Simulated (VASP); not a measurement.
LiTmH4:

```
CELL_PARAMETERS angstrom
3.44628 0.00000 0.00000
0.00000 3.44628 0.00000
0.00000 0.00000 4.87967
ATOMIC_POSITIONS crystal
Li 0.00000 0.00000 0.00000
Tm 0.50000 0.50000 0.50000
H 0.50000 0.00000 0.74581
H 0.00000 0.50000 0.25419
H 0.50000 0.00000 0.25419
H 0.00000 0.50000 0.74581
```

The cell was generated, and may not be a known phase.

- Program: VASP 6.6.1
- Task: relaxation of cell and atoms
- Functional: PBE
- Potentials or basis: VASP PAW PBE potentials, release 64 (Li_sv, Tm_3, H), 4f in core
- Cutoff: 750 eV
- k mesh: 4 × 4 × 3
- Occupations: gaussian, width 0.15 eV
- Spin: no spin polarisation

At the start: pressure 5.5 GPa; volume 9.66 Å³/atom.

Task: Where does the relaxation end?

Result: Over 3 steps the energy falls by 13.3 meV/atom and the volume is 10.40 Å³/atom (+7.6 %); space group P4/mmm (No. 123, to 0.1 Å) before and after.

The path:
| step | energy change (eV) | largest force (eV/Å) | pressure (GPa) | volume (Å³) |
| --- | --- | --- | --- | --- |
| 1 | 0.0000 | 0.2476 | 5.48 | 57.95 |
| 2 | -0.0711 | 0.0569 | 1.74 | 60.77 |
| 3 | -0.0801 | 0.0391 | -0.08 | 62.38 |

Final structure:
```
CELL_PARAMETERS angstrom
3.54102 0.00000 0.00000
0.00000 3.54102 0.00000
0.00000 0.00000 4.97494
ATOMIC_POSITIONS crystal
Li 0.00000 0.00000 0.00000
Tm 0.50000 0.50000 0.50000
H 0.50000 0.00000 0.74961
H 0.00000 0.50000 0.25039
H 0.50000 0.00000 0.25039
H 0.00000 0.50000 0.74961
```

Caveat: the k points lie up to 0.44 Å⁻¹ apart in the final cell, too coarse for converged energies and pressures of a metal; the relaxation stopped at a loose force limit of 0.08 eV/Å, so its end isn't a converged minimum.
